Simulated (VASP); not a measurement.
Set up this calculation in VASP 6.6.1, as the native input.

- Task: single point
- Functional: PBE
- Potentials or basis: VASP PAW PBE potentials, release 64 (Sr_sv, Ti_sv, O_h)
- Cutoff: 910 eV
- k mesh: 8 × 8 × 8
- Occupations: gaussian, width 0.02 eV
- Spin: no spin polarisation
- Hubbard terms: Ti d U = 4.0 eV
- Dipole correction: no
- Further INCAR settings: ALGO = Normal; EDIFF = 1e-06; NBANDS = 28

The structure of SrTiO3 lies in POSCAR:

```
SrTiO3
1.0
    3.8489662551      0.0000000000      0.0000000000
    0.0000000000      3.8489662551      0.0000000000
    0.0000000000      0.0000000000      3.8489662551
Sr Ti O
1 1 3
Direct
    0.0000000000      0.0000000000      0.0000000000
    0.5000000000      0.5000000000      0.5000000000
    0.5000000000      0.0000000000      0.5000000000
    0.5000000000      0.5000000000      0.0000000000
    0.0000000000      0.5000000000      0.5000000000
```

The input as run:

INCAR

```
PREC = Accurate ; ENCUT = 910
EDIFF = 1E-6 ; ISMEAR = 0
SIGMA = 0.02 ; LREAL = F
LASPH = T ; NELM = 200
ALGO = Normal ; ISIF = 2
LWAVE = F ; LCHARG = F
LMAXMIX = 4 ; LDAU = T
LDAUTYPE = 2 ; LDAUL = -1 2 -1
LDAUU = 0 4 0 ; LDAUJ = 0 0 0
LDAUPRINT = 1 ; GGA = PE
NBANDS = 28 ; GGA_COMPAT = F
```

KPOINTS

```
Automatic mesh
0
Gamma
  8 8 8
```

Potentials or basis: VASP PAW PBE potentials, release 64 (Sr_sv, Ti_sv, O_h).

The run is started by

```sh
$ cat potpaw_PBE.64/Sr_sv/POTCAR potpaw_PBE.64/Ti_sv/POTCAR potpaw_PBE.64/O_h/POTCAR > POTCAR
$ mpirun -np 1 vasp_std > vasp.out
```

Results of the run:

The pressure is 18.1 GPa. The band gap on the k mesh is 2.48 eV (least direct gap 2.87 eV).

Caveat: the cutoff is under 1.25 times the usual one of these potentials, so pressure, stress and relaxed cells hold a basis-set (Pulay) error; the cell stands under pressure.

Run time: 2.9 min on 1 thread of Intel(R) Xeon(R) Platinum 8259CL CPU @ 2.50GHz (Skylake/Cascade Lake) (shared host), peak memory 0.32 GiB.
